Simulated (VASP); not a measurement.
# BN (P6_3/mmc) in VASP: notebook

Runs on BN. Level: PBE. Tasks: single point.

All numbers are computed with VASP 6.6.1; they aren't measurements. Logs are shortened: lines on timing, memory, paths and dates and some standing lists are left out, and cuts for length are marked.

**1. The cell of the first run**

It takes space group P6_3/mmc (No. 194, hexagonal). Conventional cell: a = 2.512 Å, b = 2.512 Å, c = 8.369 Å, α = 90.00°, β = 90.00°, γ = 120.00°. B (site symmetry -6m2) has 3 N at 1.45 Å within 1.9 Å. N (site symmetry -6m2) has 3 B at 1.45 Å within 1.9 Å.

**2. Single point, PBE**

Input file INCAR:

```
PREC = Accurate
ENCUT = 520
EDIFF = 1E-6
ISMEAR = 0
SIGMA = 0.02
LREAL = F
LASPH = T
NELM = 100
ALGO = Normal
ISIF = 2
LWAVE = F
LCHARG = T
GGA = PE
LELF = T
LVHAR = T
NBANDS = 16
```

Input file KPOINTS:

```
regular mesh
0
Gamma
  12 12 4
```

Input file POSCAR:

```
BN
1.0
    2.5121768666      0.0000000000      0.0000000000
   -1.2560884333      2.1756089853      0.0000000000
    0.0000000000      0.0000000000      8.3694704798
B N
2 2
Direct
    0.3333333333      0.6666666667      0.2500000000
    0.6666666667      0.3333333333      0.7500000000
    0.3333333333      0.6666666667      0.7500000000
    0.6666666667      0.3333333333      0.2500000000
```

Potentials or basis: VASP PAW PBE potentials, release 64 (B, N).

Launch:

```sh
$ cat potpaw_PBE.64/B/POTCAR potpaw_PBE.64/N/POTCAR > POTCAR
$ mpirun -np 1 vasp_std > vasp.out
```

OUTCAR:

```text
PREC = Accurate
   ENCUT = 520
   EDIFF = 1E-6
   ISMEAR = 0
   LREAL = F
   LASPH = T
   NELM = 100
   ISIF = 2
   GGA = PE

 ion  position               nearest neighbor table
   1  0.333  0.667  0.250-   4 1.45   4 1.45   4 1.45
   2  0.667  0.333  0.750-   3 1.45   3 1.45   3 1.45
   3  0.333  0.667  0.750-   2 1.45   2 1.45   2 1.45
   4  0.667  0.333  0.250-   1 1.45   1 1.45   1 1.45

  LATTYP: Found a hexagonal cell.
 ALAT       =     2.5121768666
 C/A-ratio  =     3.3315610024

  Lattice vectors:

 A1 = (   2.5121768666,   0.0000000000,   0.0000000000)
 A2 = (  -1.2560884333,   2.1756089853,   0.0000000000)
 A3 = (   0.0000000000,   0.0000000000,   8.3694704798)

Analysis of symmetry for initial positions (statically):
=====================================================================
 Subroutine PRICEL returns:
 Original cell was already a primitive cell.

 Routine SETGRP: Setting up the symmetry group for a
 hexagonal supercell.

 Subroutine GETGRP returns: Found 24 space group operations
 (whereof 12 operations were pure point group operations)
 out of a pool of 24 trial point group operations.

The static configuration has the point symmetry D_3d.
 The point group associated with its full space group is D_6h.

Analysis of symmetry for dynamics (positions and initial velocities):
=====================================================================
 Subroutine PRICEL returns:
 Original cell was already a primitive cell.

 Routine SETGRP: Setting up the symmetry group for a
 hexagonal supercell.

 Subroutine GETGRP returns: Found 24 space group operations
 (whereof 12 operations were pure point group operations)
 out of a pool of 24 trial point group operations.

The dynamic configuration has the point symmetry D_3d.
 The point group associated with its full space group is D_6h.

 Subroutine INISYM returns: Found 24 space group operations
 (whereof 12 operations are pure point group operations),
 and found     1 'primitive' translations

----------------------------------------------------------------------------------------

                                     Primitive cell

  volume of cell :      45.7435

  direct lattice vectors                    reciprocal lattice vectors
     2.512176867  0.000000000  0.000000000     0.398061145  0.229820709  0.000000000
    -1.256088433  2.175608985  0.000000000     0.000000000  0.459641418  0.000000000
[... 92 lines left out ...]
   NSW    =      0    number of steps for IOM
   IBRION =     -1    ionic relax: 0-MD 1-quasi-New 2-CG
   NFREE  =      0    steps in history (QN), initial steepest desc. (CG)
   ISIF   =      2    stress and relaxation
   ISYM   =      2    0-nonsym 1-usesym 2-fastsym
   POTIM  = 0.5000    time-step for ionic-motion
   TEBEG  =    0.0;   TEEND  =   0.0 temperature during run
   PSTRESS=    0.0 pullay stress
   NELECT =      16.0000    total number of electrons
   NUPDOWN=      -1.0000    fix difference up-down
   EMIN   =  10.00;   EMAX   =-10.00  energy-range for DOS
   EFERMI =   0.00;   METHOD = LEGACY
   ISMEAR =     0;   SIGMA  =   0.02  broadening in eV -4-tet -1-fermi 0-gaus
   EFERMI_NEDOS =   21; number of points for ismear=-14 and -15
   IALGO  =     38    algorithm
   IMIX   =      4    mixing-type and parameters
     AMIX     =   0.40;   BMIX     =  1.00
     AMIX_MAG =   1.60;   BMIX_MAG =  1.00
  volume/ion in A,a.u.               =      11.44        77.17
  Fermi-wavevector in a.u.,A,eV,Ry     =   1.153467  2.179736 18.102360  1.330486
  Thomas-Fermi vector in A             =   2.290111
   LORBIT       =      0    0 simple, 1 ext, 2 COOP (PROOUT), +10 PAW based schemes
   GGA     = PE    functional components
   LHFCALC =     F    Hartree Fock is set to
   AEXX    =    0.0000 exact exchange contribution
   IVDW    =     0    specifies the selected vdW correction
   LEPSILON=     F    determine dielectric tensor
   LRPA    =     F    only Hartree local field effects (RPA)
 non-spin polarized calculation
 Gauss-broadening in eV      SIGMA  =   0.02
  energy-cutoff  :      520.00
  volume of cell :       45.74
 maximum number of plane-waves:      1267
 NGX is ok and might be reduce to    20
   NGX =  9   NGY =  9   NGZ = 31

 number of electron      15.9999998 magnetization

 Free energy of the ion-electron system (eV)
  ---------------------------------------------------
  ext. energy  EPLUGINS =         0.00000000
  ---------------------------------------------------
  free energy    TOTEN  =       -35.20726481 eV

  energy without entropy =      -35.20726481  energy(sigma->0) =      -35.20726481

 E-fermi :   0.7732     XC(G=0):  -8.5613

 val. band max:        0.5826421347   @ k =   0.3333   0.3333   0.5000
 cond. band min:       4.9731049757   @ k =   0.0000   0.0000   0.0000
 fundamental gap:      4.3904628409
 Fermi energy:         0.7731883240

 k-point     1 :       0.0000    0.0000    0.0000
  band No.  band energies     occupation
      1     -17.0478      2.00000
      2     -17.0081      2.00000
      3      -4.9016      2.00000
      4      -4.3105      2.00000
      5      -0.7677      2.00000
      6      -0.7677      2.00000
[... 433 lines left out ...]
      3      -6.2731      2.00000
      4      -6.2688      2.00000
      5      -2.9899      2.00000
      6      -2.9862      2.00000
[... 8 lines left out ...]
     15      15.7887      0.00000
     16      18.0214      0.00000

 [... further k-points ...]

------------------------ aborting loop because EDIFF is reached ----------------------------------------

  FORCE on cell =-STRESS in cart. coord.  units (eV):
  Direction    XX          YY          ZZ          XY          YZ          ZX
  --------------------------------------------------------------------------------------
  -------------------------------------------------------------------------------------
  Total        0.0356058      0.0356058     -0.0220354      0.0000000      0.0000000      0.0000000
  in kB        1.2471044      1.2471044     -0.7717972      0.0000000      0.0000000      0.0000000
  external PRESSURE =       0.5741372 kB  Pullay stress =       0.0000000 kB

 VOLUME and BASIS-vectors are now :
 -----------------------------------------------------------------------------
  energy-cutoff  :      520.00
  volume of cell :       45.74
      direct lattice vectors                 reciprocal lattice vectors
     2.512176867  0.000000000  0.000000000     0.398061145  0.229820709  0.000000000
    -1.256088433  2.175608985  0.000000000     0.000000000  0.459641418  0.000000000
     0.000000000  0.000000000  8.369470480     0.000000000  0.000000000  0.119481872

 POSITION                                       TOTAL-FORCE (eV/Angst)
 -----------------------------------------------------------------------------------
     -0.00000      1.45041      2.09237         0.000000     -0.000000      0.000000
      1.25609      0.72520      6.27710        -0.000000      0.000000      0.000000
     -0.00000      1.45041      6.27710        -0.000000     -0.000000      0.000000
      1.25609      0.72520      2.09237         0.000000      0.000000      0.000000
 -----------------------------------------------------------------------------------
    total drift:                                0.000000     -0.000000      0.000000

  FREE ENERGIE OF THE ION-ELECTRON SYSTEM (eV)
  ---------------------------------------------------
  free  energy   TOTEN  =       -35.2072648062 eV

  energy  without entropy=      -35.2072648062  energy(sigma->0) =      -35.20726481
```

stdout:

```text
POSCAR found type information on POSCAR B N
 POSCAR found :  2 types and       4 ions
 scaLAPACK will be used
 LDA part: xc-table for (Slater+PW92), standard interpolation
 POSCAR, INCAR and KPOINTS ok, starting setup
 FFT: planning ... GRIDC
 FFT: planning ... GRID_SOFT
 FFT: planning ... GRID
 WAVECAR not read
 entering main loop
```

Run time: 64 s. Hardware: 1 thread of Intel Xeon 8259CL, shared host; peak memory 0.18 GiB.

Results:

```yaml
Free_energy: -35.2073 eV
Pressure: 0.1 GPa
Band_gap_on_the_k_mesh: 4.39 eV (least direct gap 4.66 eV)
```

Caveat: this functional lacks dispersion, which binds layers or chains, so the pressure and a relaxed spacing across them are unreliable. Expect the measured gap to be larger: semilocal functionals such as PBE lack the derivative discontinuity.

(Part 1 of 2 ends here.)
